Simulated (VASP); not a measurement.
Write the native input for VASP 6.6.1 that does the following.

| Quantity | Value |
| --- | --- |
| Task | single point |
| Functional | r2SCAN |
| Potentials or basis | VASP PAW PBE potentials, release 64 (Pb_d, Se) |
| Cutoff | 520 eV |
| k mesh | 6 × 6 × 4 |
| Occupations | gaussian, width 0.01 eV |
| Spin | no spin polarisation |
| Dipole correction | no |
| Further INCAR settings | ALGO = Normal; EDIFF = 1e-06; NBANDS = 28 |

Crystal: PbSe.

```xyz
4
Lattice="2.1159 -6.0229 0.0000 2.1159 6.0229 0.0000 0.0000 0.0000 4.3699" Properties=species:S:1:pos:R:3 pbc="T T T"
Pb    2.1159   -1.5872    3.2774
Pb    2.1159    1.5872    1.0925
Se    2.1159   -4.3520    3.2774
Se    2.1159    4.3520    1.0925
```

One way to write it, as run:

POSCAR

```
PbSe
1.0
    2.1158656995     -6.0229012003      0.0000000000
    2.1158656995      6.0229012003      0.0000000000
    0.0000000000      0.0000000000      4.3699238900
Pb Se
2 2
Direct
    0.6317607300      0.3682392700      0.7500000000
    0.3682392700      0.6317607300      0.2500000000
    0.8612899600      0.1387100400      0.7500000000
    0.1387100400      0.8612899600      0.2500000000
```

INCAR.step1

```
SYSTEM = PbSe
  PREC = Accurate
  ENCUT = 520
  ISMEAR = 0
  SIGMA = 0.01
  LREAL = .False.
  LASPH = .True.
  NELM = 60
  NBANDS = 28
  GGA = PE
  ALGO = Normal
  EDIFF = 1E-4
  LWAVE = .True.
  LCHARG = .False.
```

INCAR.step2

```
SYSTEM = PbSe
  PREC = Accurate
  ENCUT = 520
  EDIFF = 1E-6
  ISMEAR = 0
  SIGMA = 0.01
  LREAL = .False.
  LASPH = .True.
  NELM = 60
  ALGO = Normal
  ISIF = 2
  LWAVE = .False.
  LCHARG = .False.
  METAGGA = R2SCAN
  LMIXTAU = .True.
  NBANDS = 28
  ISTART = 1
```

KPOINTS

```
regular mesh
0
Gamma
  6 6 4
  0 0 0
```

Potentials or basis: VASP PAW PBE potentials, release 64 (Pb_d, Se).

The run is started by

```sh
$ cat potpaw_PBE.64/Pb_d/POTCAR potpaw_PBE.64/Se/POTCAR > POTCAR
$ cp INCAR.step1 INCAR
$ mpirun -np 1 vasp_std > vasp.out
$ cp INCAR.step2 INCAR
$ mpirun -np 1 vasp_std > vasp.out
```

It gave:

The pressure is 3.0 GPa, the largest force is 0.300 eV/Å and the band gap on the k mesh is 1.36 eV, indirect (least direct gap 1.82 eV).

Caveat: the PAW data sets were made with another functional, which shifts forces and pressure a little; spin-orbit coupling is left out, which moves the levels of the heavy elements.

It took 5.9 min on 1 thread of Intel(R) Xeon(R) Platinum 8488C (Sapphire Rapids) (shared host), peak memory 0.36 GiB.
